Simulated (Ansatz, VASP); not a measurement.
## AlNi3, level by level in two programs

```
Ni Al
1.0
     3.52305    0.00000    0.00000
     0.00000    3.52305    0.00000
     0.00000    0.00000    3.52305
Ni Al
3 1
Direct
  0.50000 0.50000 0.00000
  0.50000 0.00000 0.50000
  0.00000 0.50000 0.50000
  0.00000 0.00000 0.00000
```

Single points on this cell with VASP 6.6.1 and Ansatz 0.2.0. Each row is one pair of runs. Alike in all rows: smearing: fermi-dirac, width 0.05 eV; VASP's potentials, cutoff: VASP PAW PBE potentials, release 64 (Ni, Al), 520 eV.

| level | spin | k mesh | Ansatz's potentials, cutoff | gap on the k mesh at the Fermi level (eV), VASP | gap on the k mesh at the Fermi level (eV), Ansatz | pressure (GPa), VASP | pressure (GPa), Ansatz | net moment per atom (μB), VASP | net moment per atom (μB), Ansatz |
| --- | --- | --- | --- | --- | --- | --- | --- | --- | --- |
| r2SCAN | collinear, typed start | 8 × 8 × 8 | Ansatz PAW, 500 eV | none | none | 0.6 | 0.5 | 0.21 | 0.22 |
| PBE | collinear, typed start | 8 × 8 × 8 | Ansatz PAW, 420 eV | none | none | 7.3 | 7.3 | 0.17 | 0.18 |
| PBEsol | off | 8 × 8 × 8 | Ansatz PAW, 420 eV | none | none | -0.7 | -0.8 | - | - |
| PBEsol | collinear, typed start | 8 × 8 × 8 | Ansatz PAW, 420 eV | none | none | -0.5 | -0.7 | 0.16 | 0.16 |
| PBEsol | non-collinear, typed start | 6 × 6 × 6 | Ansatz PAW, 420 eV | none | none | -0.5 | -0.6 | 0.16 | 0.17 |

Pressure (GPa): the two programs differ by at most 0.15; net moment per atom (μB): the two programs differ by at most 0.009.

VASP's potentials hold 33 valence electrons a cell and Ansatz's 57, so a difference there can come from the potentials and not from the codes.

A gap of «none» marks a metal or a gap that the smearing closes.

Noted on Ansatz's runs: the magnetic or orbital state may not be the lowest.
